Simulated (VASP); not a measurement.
Write the native input for VASP 6.6.1 that does the following.

```yaml
Task: single point
Functional: LDA
Potentials_or_basis: VASP PAW LDA potentials, release 64 (Si)
Cutoff: 520 eV
k_mesh: 22 × 22 × 22
Occupations: gaussian, width 0.15 eV
Spin: no spin polarisation
Dipole_correction: no
Further_INCAR_settings: ALGO = Normal; EDIFF = 1e-06; NBANDS = 11
```

The structure of Si lies in POSCAR:

```
Si
1.0
   -2.3331176746      2.3331176746      1.3732129696
    2.3331176746     -2.3331176746      1.3732129696
    2.3331176746      2.3331176746     -1.3732129696
Si
2
Direct
    0.2500000000      0.7500000000      0.5000000000
    0.5000000000      0.5000000000      0.0000000000
```

This cell differs from its parent crystal: ratio of the length along z to the lengths across it x 1.05, volume and fractional coordinates fixed.

These files were run (other wordings do the same):

INCAR

```
SYSTEM = Si
PREC = Accurate
ENCUT = 520
EDIFF = 1E-6
ISMEAR = 0
SIGMA = 0.15
LREAL = .FALSE.
LASPH = .TRUE.
NELM = 100
ALGO = Normal
ISIF = 2
LWAVE = .FALSE.
LCHARG = .FALSE.
GGA = CA
NBANDS = 11
```

KPOINTS

```
regular mesh
0
G
  22 22 22
  0 0 0
```

Potentials or basis: VASP PAW LDA potentials, release 64 (Si).

Command:

```sh
$ cat potpaw_LDA.64/Si/POTCAR > POTCAR
$ mpirun -np 1 vasp_std > vasp.out
```

Results of the run:

The pressure is 0.3 GPa. The band gap on the k mesh is zero (band 4 reaches 12.06 eV, above the bottom of band 5 at 4.89 eV).

Run time: 9.5 min on 1 thread of AMD EPYC 7R13 (shared host), peak memory 0.28 GiB.
